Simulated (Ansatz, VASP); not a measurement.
## Sc in VASP and in Ansatz

The input INCAR:

```
PREC = Accurate ; ENCUT = 520
EDIFF = 1E-7 ; ISMEAR = 0
SIGMA = 0.15 ; LREAL = F
LASPH = T ; NELM = 80
ALGO = Normal ; ISIF = 2
LWAVE = F ; LCHARG = F
GGA = PE ; NBANDS = 18
```

File KPOINTS:

```
regular mesh
0
Gamma
  15 15 10
```

Contents of POSCAR:

```
Sc
1.0
    3.1535000000      0.0000000000      0.0000000000
   -1.5767500000      2.7310111108      0.0000000000
    0.0000000000      0.0000000000      5.3003000000
Sc
2
Direct
    0.3333333333      0.6666666667      0.2500000000
    0.6666666667      0.3333333333      0.7500000000
```

Input for Ansatz:

```yaml
crystal:
  lattice:
    - [3.1535, 0.0, 0.0]
    - [-1.57675, 2.7310111108, 0.0]
    - [0.0, 0.0, 5.3003]
  atoms:
    - { symbol: Sc, position: [0.3333333333, 0.6666666667, 0.25] }
    - { symbol: Sc, position: [0.6666666667, 0.3333333333, 0.75] }
basis:
  ecutwfc: 520.0
kpoints:
  mp_grid: { grid: [15, 15, 10] }
hamiltonian:
  xc: pbe
  pseudopotentials: { kind: paw }
scf:
  occupations: { method: gaussian, width: 0.15 }
output:
  forces: true
  stress: true
  eigenvalues: true
```

Alike in both runs: task single point; functional PBE; k mesh 15 × 15 × 10; occupations gaussian, width 0.15 eV; no spin polarisation.

```csv
,VASP,Ansatz
version,VASP 6.6.1,Ansatz 0.2.0
potentials or method,"VASP PAW PBE potentials, release 64 (Sc_sv), cutoff 520 eV","scalar-relativistic, plane waves, PAW"
valence electrons in the cell,22,22
```

```csv
,VASP,Ansatz,Ansatz less VASP
gap on the k mesh at the Fermi level (eV),none,none,-
pressure (GPa),5.1,5.0,-0.04
"traceless stress, the component that is largest in VASP (GPa)",-4.15,-4.15,+0.002
```

A gap of «none» marks a metal or a gap that the smearing closes. The functional is the same, so the differences come from potentials, cutoffs and numerics.
